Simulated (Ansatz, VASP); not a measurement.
MnCd7S8 in VASP and in Ansatz

File INCAR:

```
PREC = Accurate
ENCUT = 500
EDIFF = 1E-6
ISMEAR = 0
SIGMA = 0.05
LREAL = False
LASPH = True
NELM = 200
ALGO = Normal
ISIF = 2
LWAVE = False
LCHARG = True
ISPIN = 2
MAGMOM = 1.06 0 0 0 0 0 0 0 0 0 0 0 -0.03 0 -0.03 0
LORBIT = 11
LMAXMIX = 4
LDAU = True
LDAUTYPE = 2
LDAUL = 2 -1 -1
LDAUU = 3.5 0 0
LDAUJ = 0 0 0
LDAUPRINT = 1
GGA = PS
LVHAR = True
NBANDS = 90
GGA_COMPAT = False
KPAR = 4
```

KPOINTS

```
Automatic mesh
0
Gamma
  3 3 3
```

Contents of POSCAR:

```
MnCd7S8
1.0
    8.2740025000      0.0000000000      0.0000000000
   -4.1370013000      7.1654964000      0.0000000000
    0.0000000000      0.0000000000      6.7144000000
Mn Cd S
1 7 8
Direct
    0.3333333333      0.1666666667      0.9984253242
    0.3320176140      0.6660088070      0.9984235079
    0.8339911930      0.1679823860      0.9984235079
    0.8339911930      0.6660088070      0.9984235079
    0.1680604708      0.3319395292      0.5002755696
    0.1680604708      0.8361209416      0.5002755696
    0.6638790584      0.3319395292      0.5002755696
    0.6666666667      0.8333333333      0.4982974321
    0.3333333333      0.1666666667      0.3640713934
    0.3321329257      0.6660664628      0.3768198007
    0.8339335372      0.1678670743      0.3768198007
    0.8339335372      0.6660664628      0.3768198007
    0.1709629972      0.3290370028      0.8789854153
    0.1709629972      0.8419259945      0.8789854153
    0.6580740055      0.3290370028      0.8789854153
    0.6666666667      0.8333333333      0.8756929699
```

Input for Ansatz:

```yaml
crystal:
  lattice:
    - [8.2740025, 0.0, 0.0]
    - [-4.1370013, 7.1654964, 0.0]
    - [0.0, 0.0, 6.7144]
  atoms:
    - { symbol: Mn, position: [0.3333333333, 0.1666666667, 0.9984253242], spin: 1.0 }
    - { symbol: Cd, position: [0.332017614, 0.666008807, 0.9984235079] }
    - { symbol: Cd, position: [0.833991193, 0.167982386, 0.9984235079] }
    - { symbol: Cd, position: [0.833991193, 0.666008807, 0.9984235079] }
    - { symbol: Cd, position: [0.1680604708, 0.3319395292, 0.5002755696] }
    - { symbol: Cd, position: [0.1680604708, 0.8361209416, 0.5002755696] }
    - { symbol: Cd, position: [0.6638790584, 0.3319395292, 0.5002755696] }
    - { symbol: Cd, position: [0.6666666667, 0.8333333333, 0.4982974321] }
    - { symbol: S, position: [0.3333333333, 0.1666666667, 0.3640713934] }
    - { symbol: S, position: [0.3321329257, 0.6660664628, 0.3768198007] }
    - { symbol: S, position: [0.8339335372, 0.1678670743, 0.3768198007] }
    - { symbol: S, position: [0.8339335372, 0.6660664628, 0.3768198007] }
    - { symbol: S, position: [0.1709629972, 0.3290370028, 0.8789854153] }
    - { symbol: S, position: [0.1709629972, 0.8419259945, 0.8789854153] }
    - { symbol: S, position: [0.6580740055, 0.3290370028, 0.8789854153] }
    - { symbol: S, position: [0.6666666667, 0.8333333333, 0.8756929699] }
basis:
  ecutwfc: 420
  ecutrho_ratio: 4
kpoints:
  mp_grid: { grid: [3, 3, 3] }
hamiltonian:
  xc: pbesol
  hubbard:
    sites:
      - { site: 0, l: d, u_eff: 3.5, starting_ns: [{ spin: up, occupation_matrix: s0up }, { spin: down, occupation_matrix: s0down }] }
    occupation_matrices:
      s0up:
        matrix:
          - [0.02, 0.0, 0.0, 0.0, 0.0]
          - [0.0, 0.02, 0.0, 0.0, 0.0]
          - [0.0, 0.0, 0.97, 0.0, 0.0]
          - [0.0, 0.0, 0.0, 0.97, 0.0]
          - [0.0, 0.0, 0.0, 0.0, 0.97]
      s0down:
        matrix:
          - [0.02, 0.0, 0.0, 0.0, 0.0]
          - [0.0, 0.97, 0.0, 0.0, 0.0]
          - [0.0, 0.0, 0.02, 0.0, 0.0]
          - [0.0, 0.0, 0.0, 0.02, 0.0]
          - [0.0, 0.0, 0.0, 0.0, 0.97]
    ns_hold: { iters: 12 }
scf:
  occupations: { method: gaussian, width: 0.05 }
  lower_state_search: "off"
  max_iter: 150
output:
  forces: true
  stress: true
  eigenvalues: true
  populations: true
  hubbard: { sites: [{ site: 0, l: d }] }
magnetization:
  spin_polarized: true
```

Alike in both runs: task single point; functional PBEsol; k mesh 3 × 3 × 3; occupations gaussian, width 0.05 eV; collinear spin; Hubbard terms Mn d U = 3.5 eV.

```csv
,VASP,Ansatz
version,VASP 6.6.1,Ansatz 0.2.0
potentials or method,"VASP PAW PBE potentials, release 64 (Mn_pv, Cd, S), cutoff 500 eV","scalar-relativistic, plane waves, PAW"
valence electrons in the cell,145,203
```

|  | VASP | Ansatz | Ansatz less VASP |
| --- | --- | --- | --- |
| gap on the k mesh at the Fermi level (eV) | 1.01 | 0.78 | -0.230 |
| least direct gap on the mesh (eV) | 1.01 | 0.78 | -0.230 |
| pressure (GPa) | -0.9 | -1.9 | -1.06 |
| traceless stress, the component that is largest in VASP (GPa) | 0.10 | 0.08 | -0.021 |
| rms of the force components (eV/Å) | 0.010 | 0.160 | +0.1496 |
| net moment per atom (μB) | 0.31 | 0.06 | -0.250 |
| size of the moment on the site where the two differ most (μB) | 4.50 | 0.96 | -3.542 |

The net moments are unlike, so the other rows may belong to different states. VASP's potentials were made for PBE, not for PBEsol. Site moments also hang on the region over which each program counts them. The programs project onto different local orbitals, so the same U acts differently, and such runs can settle in different states. Atom by atom the forces differ by 0.152 eV/Å (rms over components). VASP's potentials hold 145 valence electrons a cell and Ansatz's 203, so a difference there can come from the potentials and not from the codes. Ansatz's warnings: specified occupation not kept, symmetry narrowed by occupation matrices.
